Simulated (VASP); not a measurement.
Wanted: the native input for a VASP 6.6.1 run.

| Property | Result |
| --- | --- |
| Task | single point |
| Functional | PBEsol |
| Potentials or basis | VASP PAW PBE potentials, release 64 (Al, N) |
| Cutoff | 520 eV |
| k mesh | 9 × 9 × 6 |
| Occupations | gaussian, width 0.05 eV |
| Spin | no spin polarisation |
| Dipole correction | no |
| Further INCAR settings | ALGO = Normal; EDIFF = 1e-06; NBANDS = 16 |

The structure of AlN lies in POSCAR:

```
AlN
1.0
    3.3857535800      0.0000000000      0.0000000000
   -1.6928767900      2.9321486112      0.0000000000
    0.0000000000      0.0000000000      4.3144657870
Al N
2 2
Direct
    0.3333333333      0.6666666667      0.7500000000
    0.6666666667      0.3333333333      0.2500000000
    0.3333333333      0.6666666667      0.2500000000
    0.6666666667      0.3333333333      0.7500000000
```

This cell differs from its parent crystal: volume 10.708 Å^3 an atom, c/a of the conventional cell 1.2743.

The input as run:

INCAR

```
SYSTEM = AlN
  PREC = Accurate
  ENCUT = 520
  EDIFF = 1E-6
  ISMEAR = 0
  SIGMA = 0.05
  LREAL = .False.
  LASPH = .True.
  NELM = 80
  ALGO = Normal
  ISIF = 2
  LWAVE = .False.
  LCHARG = .False.
  GGA = PS
  NBANDS = 16
```

KPOINTS

```
Automatic mesh
0
Gamma
  9 9 6
  0 0 0
```

Potentials or basis: VASP PAW PBE potentials, release 64 (Al, N).

The run is started by

```console
$ cat potpaw_PBE.64/Al/POTCAR potpaw_PBE.64/N/POTCAR > POTCAR
$ mpirun -np 1 vasp_std > vasp.out
```

It gave:

| Item | Value |
| --- | --- |
| Pressure | -16.2 GPa |
| Band gap on the k mesh | 2.62 eV, direct |

Caveat: the PAW data sets were made with another functional, which shifts forces and pressure a little.

Run time: 19 s on 1 thread of Intel(R) Xeon(R) Platinum 8488C (Sapphire Rapids), with other jobs on the host, peak memory 0.16 GiB.
